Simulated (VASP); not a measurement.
Write the native input for VASP 6.6.1 that does the following.

| Quantity | Value |
| --- | --- |
| Task | single point |
| Functional | r2SCAN |
| Potentials or basis | VASP PAW PBE potentials, release 64 (Ca_sv, O) |
| Cutoff | 520 eV |
| k mesh | 10 × 10 × 10 |
| Occupations | gaussian, width 0.01 eV |
| Spin | no spin polarisation |
| Dipole correction | no |
| Further INCAR settings | ALGO = Normal; EDIFF = 1e-07; NBANDS = 15 |

Crystal: CaO (Lime).

```
Ca O
1.0
     0.00000    2.51742    2.51742
     2.51742    0.00000    2.51742
     2.51742    2.51742    0.00000
Ca O
1 1
Direct
  0.00000 0.00000 0.00000
  0.50000 0.50000 0.50000
```

This cell differs from its parent crystal: strain +5.0%.

The input as run:

POSCAR

```
CaO
1.0
    0.0000000000      2.5174247605      2.5174247605
    2.5174247605      0.0000000000      2.5174247605
    2.5174247605      2.5174247605      0.0000000000
Ca O
1 1
Direct
    0.0000000000      0.0000000000      0.0000000000
    0.5000000000      0.5000000000      0.5000000000
```

INCAR.step1

```
SYSTEM = CaO
  PREC = Accurate
  ENCUT = 520
  ISMEAR = 0
  SIGMA = 0.01
  LREAL = .False.
  LASPH = .True.
  NELM = 80
  NBANDS = 15
  GGA = PE
  ALGO = Normal
  EDIFF = 1E-4
  LWAVE = .True.
  LCHARG = .False.
```

INCAR.step2

```
SYSTEM = CaO
  PREC = Accurate
  ENCUT = 520
  EDIFF = 1E-7
  ISMEAR = 0
  SIGMA = 0.01
  LREAL = .False.
  LASPH = .True.
  NELM = 80
  ALGO = Normal
  ISIF = 2
  LWAVE = .False.
  LCHARG = .False.
  METAGGA = R2SCAN
  LMIXTAU = .True.
  NBANDS = 15
  ISTART = 1
```

KPOINTS

```
regular mesh
0
Gamma
  10 10 10
  0 0 0
```

Potentials or basis: VASP PAW PBE potentials, release 64 (Ca_sv, O).

Launch:

```console
$ cat potpaw_PBE.64/Ca_sv/POTCAR potpaw_PBE.64/O/POTCAR > POTCAR
$ cp INCAR.step1 INCAR
$ mpirun -np 1 vasp_std > vasp.out
$ cp INCAR.step2 INCAR
$ mpirun -np 1 vasp_std > vasp.out
```

It gave:

```json
{"Pressure": "-11.9 GPa", "Band gap on the k mesh": "4.18 eV, indirect (least direct gap 4.34 eV)"}
```

Caveat: the cell differs from its parent crystal (strain +5.0%); the PAW data sets were made with another functional, which shifts forces and pressure a little.

It took 3.2 min on 1 thread of Intel Xeon 8259CL, on a shared host, peak memory 0.18 GiB.
